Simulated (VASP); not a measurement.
Write the native input for VASP 6.6.1 that does the following.

| Item | Value |
| --- | --- |
| Task | single point |
| Functional | PBE |
| Potentials or basis | VASP PAW PBE potentials, release 64 (Al) |
| Cutoff | 520 eV |
| k mesh | 15 × 15 × 20 |
| Occupations | gaussian, width 0.1 eV |
| Spin | no spin polarisation |
| Dipole correction | no |
| Further INCAR settings | ALGO = Normal; EDIFF = 1e-07; NBANDS = 10 |

The structure of Al lies in POSCAR:

```
Al
1.0
    4.5454526902      0.0000000000      0.0000000000
   -2.2727263451      3.9364775014      0.0000000000
    0.0000000000      0.0000000000      2.7539045683
Al
2
Direct
    0.3333333333      0.6666666667      0.0000000000
    0.6666666667      0.3333333333      0.0000000000
```

The input as run:

INCAR

```
PREC     = Accurate       # precision mode
ENCUT    = 520            # plane-wave cutoff, eV
EDIFF    = 1E-7           # SCF threshold, eV
ISMEAR   = 0              # smearing method
SIGMA    = 0.1            # smearing width, eV
LREAL    = False          # projectors in reciprocal space
LASPH    = True           # aspherical terms in the spheres
NELM     = 100            # most SCF steps
ALGO     = Normal         # electronic algorithm
ISIF     = 2              # what is computed and relaxed
LWAVE    = False          # write WAVECAR
LCHARG   = False          # write CHGCAR
GGA      = PE             # functional
NBANDS   = 10             # bands
```

KPOINTS

```
regular mesh
0
Gamma
  15 15 20
```

Potentials or basis: VASP PAW PBE potentials, release 64 (Al).

Run with:

```console
$ cat potpaw_PBE.64/Al/POTCAR > POTCAR
$ mpirun -np 1 vasp_std > vasp.out
```

Results of the run:

```json
{
 "Pressure": "0.0 GPa",
 "Band gap on the k mesh": "zero (band 3 reaches 6.31 eV, above the bottom of band 4 at 2.51 eV)"
}
```

It took 87 s on 1 thread of Intel(R) Xeon(R) Platinum 8488C (Sapphire Rapids) (shared host), peak memory 0.24 GiB.
